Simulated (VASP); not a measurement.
# RbBr (Pm-3m) in VASP: a series of runs

RbBr is run at these levels: LDA; tasks: single point.

All numbers are computed with VASP 6.6.1; they aren't measurements. Logs are shortened: lines on timing, memory, paths and dates and some standing lists are left out, and cuts for length are marked.

## 1. The cell of the first run

Symmetry: Pm-3m, No. 221, cubic system. Conventional cell: a = 4.042 Å, b = 4.042 Å, c = 4.042 Å, α = 90.00°, β = 90.00°, γ = 90.00°. Within 4.6 Å of Rb (site symmetry m-3m) lie 8 Br at 3.50 Å and 6 Rb at 4.04 Å. Br (site symmetry m-3m) has 8 Rb at 3.50 Å and 6 Br at 4.04 Å within 4.6 Å.

## 2. Single point, LDA

Input file INCAR:

```
SYSTEM = RbBr
PREC = Accurate ; ENCUT = 500
EDIFF = 1E-6 ; ISMEAR = 0
SIGMA = 0.01 ; LREAL = .FALSE.
LASPH = .TRUE. ; NELM = 120
ALGO = Normal ; ISIF = 2
LWAVE = .FALSE. ; LCHARG = .TRUE.
LELF = .TRUE. ; LVHAR = .TRUE.
NBANDS = 15 ; GGA_COMPAT = .FALSE.
```

Input file KPOINTS:

```
regular mesh
0
G
  6 6 6
  0 0 0
```

Input file POSCAR:

```
RbBr
1.0
    4.0418477127      0.0000000000      0.0000000000
    0.0000000000      4.0418477127      0.0000000000
    0.0000000000      0.0000000000      4.0418477127
Rb Br
1 1
Direct
    0.0000000000      0.0000000000      0.0000000000
    0.5000000000      0.5000000000      0.5000000000
```

Potentials or basis: VASP PAW LDA potentials, release 64 (Rb_sv, Br).

Command:

```bash
> cat potpaw_LDA.64/Rb_sv/POTCAR potpaw_LDA.64/Br/POTCAR > POTCAR
> mpirun -np 1 vasp_std > vasp.out
```

OUTCAR:

```text
SYSTEM = RbBr
   PREC = Accurate
   ENCUT = 500
   EDIFF = 1E-6
   ISMEAR = 0
   LREAL = .FALSE.
   LASPH = .TRUE.
   NELM = 120
   ISIF = 2

 ion  position               nearest neighbor table
   1  0.000  0.000  0.000-   2 3.50   2 3.50   2 3.50   2 3.50   2 3.50   2 3.50   2 3.50   2 3.50

   2  0.500  0.500  0.500-   1 3.50   1 3.50   1 3.50   1 3.50   1 3.50   1 3.50   1 3.50   1 3.50

  LATTYP: Found a simple cubic cell.
 ALAT       =     4.0418477127

  Lattice vectors:

 A1 = (   4.0418477127,   0.0000000000,   0.0000000000)
 A2 = (   0.0000000000,   4.0418477127,   0.0000000000)
 A3 = (   0.0000000000,   0.0000000000,   4.0418477127)

Analysis of symmetry for initial positions (statically):
=====================================================================
 Subroutine PRICEL returns:
 Original cell was already a primitive cell.

 Routine SETGRP: Setting up the symmetry group for a
 simple cubic supercell.

 Subroutine GETGRP returns: Found 48 space group operations
 (whereof 48 operations were pure point group operations)
 out of a pool of 48 trial point group operations.

The static configuration has the point symmetry O_h .

Analysis of symmetry for dynamics (positions and initial velocities):
=====================================================================
 Subroutine PRICEL returns:
 Original cell was already a primitive cell.

 Routine SETGRP: Setting up the symmetry group for a
 simple cubic supercell.

 Subroutine GETGRP returns: Found 48 space group operations
 (whereof 48 operations were pure point group operations)
 out of a pool of 48 trial point group operations.

The dynamic configuration has the point symmetry O_h .

 Subroutine INISYM returns: Found 48 space group operations
 (whereof 48 operations are pure point group operations),
 and found     1 'primitive' translations

----------------------------------------------------------------------------------------

                                     Primitive cell

  volume of cell :      66.0298

  direct lattice vectors                    reciprocal lattice vectors
     4.041847713  0.000000000  0.000000000     0.247411598  0.000000000  0.000000000
     0.000000000  4.041847713  0.000000000     0.000000000  0.247411598  0.000000000
     0.000000000  0.000000000  4.041847713     0.000000000  0.000000000  0.247411598

  length of vectors
     4.041847713  4.041847713  4.041847713     0.247411598  0.247411598  0.247411598

  position of ions in fractional coordinates (direct lattice)
     0.000000000  0.000000000  0.000000000
     0.500000000  0.500000000  0.500000000

  ion indices of the primitive-cell ions
   primitive index   ion index
                 1           1
                 2           2

----------------------------------------------------------------------------------------

 KPOINTS: regular mesh

Automatic generation of k-mesh.
 Grid dimensions read from file:
 generate k-points for:    6    6    6

 Generating k-lattice:

  Cartesian coordinates                     Fractional coordinates (reciprocal lattice)
     0.041235266  0.000000000  0.000000000     0.166666667  0.000000000  0.000000000
     0.000000000  0.041235266  0.000000000     0.000000000  0.166666667  0.000000000
     0.000000000  0.000000000  0.041235266     0.000000000  0.000000000  0.166666667

  Length of vectors
     0.041235266  0.041235266  0.041235266

  Shift w.r.t. Gamma in fractional coordinates (k-lattice)
     0.000000000  0.000000000  0.000000000

 Subroutine IBZKPT returns following result:
 ===========================================

 Found     20 irreducible k-points:

 Following reciprocal coordinates:
            Coordinates               Weight
  0.000000  0.000000  0.000000      1.000000
  0.166667  0.000000  0.000000      6.000000
  0.333333  0.000000  0.000000      6.000000
  0.500000  0.000000  0.000000      3.000000
  0.166667  0.166667  0.000000     12.000000
  0.333333  0.166667  0.000000     24.000000
[... 12 lines left out ...]
  0.500000  0.500000  0.333333      6.000000
  0.500000  0.500000  0.500000      1.000000
   k-points           NKPTS =     20   k-points in BZ     NKDIM =     20   number of bands    NBANDS=     15
   number of dos      NEDOS =    301   number of ions     NIONS =      2
   total plane-waves  NPLWV =  27000
   dimension x,y,z NGX =    30 NGY =   30 NGZ =   30
   dimension x,y,z NGXF=    60 NGYF=   60 NGZF=   60
   ions per type =               1   1
   NGX,Y,Z   is equivalent  to a cutoff of  12.34, 12.34, 12.34 a.u.
   NGXF,Y,Z  is equivalent  to a cutoff of  24.68, 24.68, 24.68 a.u.
 SYSTEM =  RbBr
   PREC   = accura    normal or accurate (medium, high low for compatibility)
   ISTART =      0    job   : 0-new  1-cont  2-samecut
   ICHARG =      2    charge: 1-file 2-atom 10-const
   ISPIN  =      1    spin polarized calculation?
   LNONCOLLINEAR =      F non collinear calculations
   LSORBIT =      F    spin-orbit coupling
   LASPH  =      T    aspherical Exc in radial PAW
   ENCUT  =  500.0 eV  36.75 Ry    6.06 a.u.   7.37  7.37  7.37*2*pi/ulx,y,z
   NELM   =    120;   NELMIN=  2; NELMDL= -5     # of ELM steps
   EDIFF  = 0.1E-05   stopping-criterion for ELM
   LREAL  =      F    real-space projection
   EDIFFG = 0.1E-04   stopping-criterion for IOM
   NSW    =      0    number of steps for IOM
   IBRION =     -1    ionic relax: 0-MD 1-quasi-New 2-CG
   NFREE  =      0    steps in history (QN), initial steepest desc. (CG)
   ISIF   =      2    stress and relaxation
   ISYM   =      2    0-nonsym 1-usesym 2-fastsym
   POTIM  = 0.5000    time-step for ionic-motion
   TEBEG  =    0.0;   TEEND  =   0.0 temperature during run
   PSTRESS=    0.0 pullay stress
   NELECT =      16.0000    total number of electrons
   NUPDOWN=      -1.0000    fix difference up-down
   EMIN   =  10.00;   EMAX   =-10.00  energy-range for DOS
   EFERMI =   0.00;   METHOD = LEGACY
   ISMEAR =     0;   SIGMA  =   0.01  broadening in eV -4-tet -1-fermi 0-gaus
   EFERMI_NEDOS =   21; number of points for ismear=-14 and -15
   IALGO  =     38    algorithm
   IMIX   =      4    mixing-type and parameters
     AMIX     =   0.40;   BMIX     =  1.00
     AMIX_MAG =   1.60;   BMIX_MAG =  1.00
  volume/ion in A,a.u.               =      33.01       222.80
  Fermi-wavevector in a.u.,A,eV,Ry     =   1.020630  1.928711 14.172985  1.041685
  Thomas-Fermi vector in A             =   2.154210
   LORBIT       =      0    0 simple, 1 ext, 2 COOP (PROOUT), +10 PAW based schemes
   GGA     = CA    functional components
   LHFCALC =     F    Hartree Fock is set to
   AEXX    =    0.0000 exact exchange contribution
   IVDW    =     0    specifies the selected vdW correction
   LEPSILON=     F    determine dielectric tensor
   LRPA    =     F    only Hartree local field effects (RPA)
 non-spin polarized calculation
 Gauss-broadening in eV      SIGMA  =   0.01
  energy-cutoff  :      500.00
  volume of cell :       66.03
 maximum number of plane-waves:      1743
 NGX is ok and might be reduce to    30
   NGX = 15   NGY = 15   NGZ = 15

 number of electron      15.9999996 magnetization

 Free energy of the ion-electron system (eV)
  ---------------------------------------------------
  ext. energy  EPLUGINS =         0.00000000
  ---------------------------------------------------
  free energy    TOTEN  =        -6.70841359 eV

  energy without entropy =       -6.70841359  energy(sigma->0) =       -6.70841359

 E-fermi :  -0.4401     XC(G=0):  -8.6647

 val. band max:       -0.5395583912   @ k =   0.5000   0.5000   0.0000
 cond. band min:       3.3669425437   @ k =   0.0000   0.0000   0.0000
 fundamental gap:      3.9065009349
 Fermi energy:        -0.4400561013

 k-point     1 :       0.0000    0.0000    0.0000
  band No.  band energies     occupation
      1     -25.4087      2.00000
      2     -13.2975      2.00000
      3      -9.4432      2.00000
      4      -9.4432      2.00000
      5      -9.4432      2.00000
      6      -0.6983      2.00000
      7      -0.6983      2.00000
      8      -0.6983      2.00000
      9       3.3669      0.00000
     10       4.6827      0.00000
     11       4.6827      0.00000
     12       9.4339      0.00000
     13       9.4339      0.00000
     14       9.4339      0.00000
     15      12.2508      0.00000

 k-point     2 :       0.1667    0.0000    0.0000
  band No.  band energies     occupation
      1     -25.4016      2.00000
      2     -13.2978      2.00000
      3      -9.4884      2.00000
      4      -9.4273      2.00000
      5      -9.4273      2.00000
      6      -1.2903      2.00000
      7      -0.7258      2.00000
      8      -0.7258      2.00000
      9       4.0880      0.00000
     10       4.9029      0.00000
     11       5.3637      0.00000
     12       9.2853      0.00000
     13       9.2853      0.00000
     14       9.6003      0.00000
     15      10.8231      0.00000

 k-point     3 :       0.3333    0.0000    0.0000
  band No.  band energies     occupation
      1     -25.3872      2.00000
      2     -13.3017      2.00000
      3      -9.5649      2.00000
      4      -9.3950      2.00000
      5      -9.3950      2.00000
      6      -2.1580      2.00000
      7      -0.7835      2.00000
      8      -0.7835      2.00000
      9       5.4935      0.00000
     10       5.5163      0.00000
     11       6.7360      0.00000
     12       8.9521      0.00000
     13       9.2172      0.00000
     14       9.2172      0.00000
     15      10.0165      0.00000

 k-point     4 :       0.5000    0.0000    0.0000
  band No.  band energies     occupation
      1     -25.3800      2.00000
      2     -13.3053      2.00000
      3      -9.5963      2.00000
      4      -9.3786      2.00000
      5      -9.3786      2.00000
      6      -2.5124      2.00000
      7      -0.8136      2.00000
      8      -0.8136      2.00000
      9       6.0678      0.00000
     10       6.5414      0.00000
     11       7.1524      0.00000
     12       7.9557      0.00000
     13       9.3749      0.00000
     14       9.3749      0.00000
     15      10.3041      0.00000
[... 235 lines left out ...]
 k-point    18 :       0.5000    0.3333    0.3333
  band No.  band energies     occupation
      1     -25.3420      2.00000
      2     -13.0152      2.00000
      3      -9.7609      2.00000
      4      -9.6757      2.00000
      5      -9.6429      2.00000
      6      -1.9588      2.00000
      7      -1.8187      2.00000
      8      -1.5879      2.00000
      9       6.3263      0.00000
     10       7.0889      0.00000
     11       7.0914      0.00000
     12       8.6240      0.00000
     13       8.6594      0.00000
     14       9.0867      0.00000
     15      11.8022      0.00000

 k-point    19 :       0.5000    0.5000    0.3333
  band No.  band energies     occupation
      1     -25.3358      2.00000
      2     -12.9738      2.00000
      3      -9.7573      2.00000
      4      -9.7573      2.00000
      5      -9.6332      2.00000
      6      -1.9887      2.00000
      7      -1.9887      2.00000
      8      -1.7732      2.00000
      9       6.5148      0.00000
     10       7.4328      0.00000
     11       7.4328      0.00000
     12       8.0414      0.00000
     13       9.3975      0.00000
     14       9.3975      0.00000
     15      11.8244      0.00000

 k-point    20 :       0.5000    0.5000    0.5000
  band No.  band energies     occupation
      1     -25.3296      2.00000
      2     -12.9402      2.00000
      3      -9.7270      2.00000
      4      -9.7270      2.00000
      5      -9.7270      2.00000
      6      -2.0889      2.00000
      7      -2.0889      2.00000
      8      -2.0889      2.00000
      9       7.6295      0.00000
     10       7.6295      0.00000
     11       7.6295      0.00000
     12       8.9423      0.00000
     13       8.9423      0.00000
     14       8.9423      0.00000
     15      11.9240      0.00000

------------------------ aborting loop because EDIFF is reached ----------------------------------------

  FORCE on cell =-STRESS in cart. coord.  units (eV):
  Direction    XX          YY          ZZ          XY          YZ          ZX
  --------------------------------------------------------------------------------------
  -------------------------------------------------------------------------------------
  Total       -0.4315649     -0.4315649     -0.4315649     -0.0000000      0.0000000      0.0000000
  in kB      -10.4716920    -10.4716920    -10.4716920     -0.0000000      0.0000000      0.0000000
  external PRESSURE =     -10.4716920 kB  Pullay stress =       0.0000000 kB

 VOLUME and BASIS-vectors are now :
 -----------------------------------------------------------------------------
  energy-cutoff  :      500.00
  volume of cell :       66.03
      direct lattice vectors                 reciprocal lattice vectors
     4.041847713  0.000000000  0.000000000     0.247411598  0.000000000  0.000000000
     0.000000000  4.041847713  0.000000000     0.000000000  0.247411598  0.000000000
     0.000000000  0.000000000  4.041847713     0.000000000  0.000000000  0.247411598

 POSITION                                       TOTAL-FORCE (eV/Angst)
 -----------------------------------------------------------------------------------
      0.00000      0.00000      0.00000         0.000000      0.000000      0.000000
      2.02092      2.02092      2.02092         0.000000      0.000000      0.000000
 -----------------------------------------------------------------------------------
    total drift:                                0.000000      0.000000     -0.000000

  FREE ENERGIE OF THE ION-ELECTRON SYSTEM (eV)
  ---------------------------------------------------
  free  energy   TOTEN  =        -6.7084135885 eV

  energy  without entropy=       -6.7084135885  energy(sigma->0) =       -6.70841359
```

Wall time 13 s (1 thread of Intel Xeon Platinum 8488C (Sapphire Rapids), shared host); peak memory 0.15 GiB.

What came out:

* Free energy: -6.7084 eV
* Pressure: -1.0 GPa
* Band gap on the k mesh: 3.91 eV (least direct gap 4.07 eV)

A k mesh can miss the band edges.

(Part 1 of 2 ends here.)
